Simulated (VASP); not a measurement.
Here is a VASP 6.6.1 calculation.

Contents of INCAR:

```
SYSTEM = Co
PREC = Accurate
ENCUT = 520
EDIFF = 1E-6
ISMEAR = -1
SIGMA = 0.08
LREAL = .False.
LASPH = .True.
NELM = 150
ALGO = Normal
ISIF = 2
LWAVE = .False.
LCHARG = .False.
ISPIN = 2
MAGMOM = 2 2
LORBIT = 11
LMAXMIX = 4
GGA = PE
NBANDS = 20
```

File KPOINTS:

```
Automatic mesh
0
Gamma
  15 15 8
  0 0 0
```

POSCAR

```
Co
1.0
    2.3276639683      0.0000000000      0.0000000000
   -1.1638319841      2.0158161280      0.0000000000
    0.0000000000      0.0000000000      3.7781604788
Co
2
Direct
    0.3333333333      0.6666666667      0.2500000000
    0.6666666667      0.3333333333      0.7500000000
```

Potentials or basis: VASP PAW PBE potentials, release 64 (Co).

The run is started by

```console
$ cat potpaw_PBE.64/Co/POTCAR > POTCAR
$ mpirun -np 1 vasp_std > vasp.out
```

Estimate the net moment.

2.75 μB per cell.

Predict the pressure.

67.0 GPa.

Stress tensor (GPa, compression positive):
```
67.96  0.00  0.00
 0.00 67.96  0.00
 0.00  0.00 64.97
```
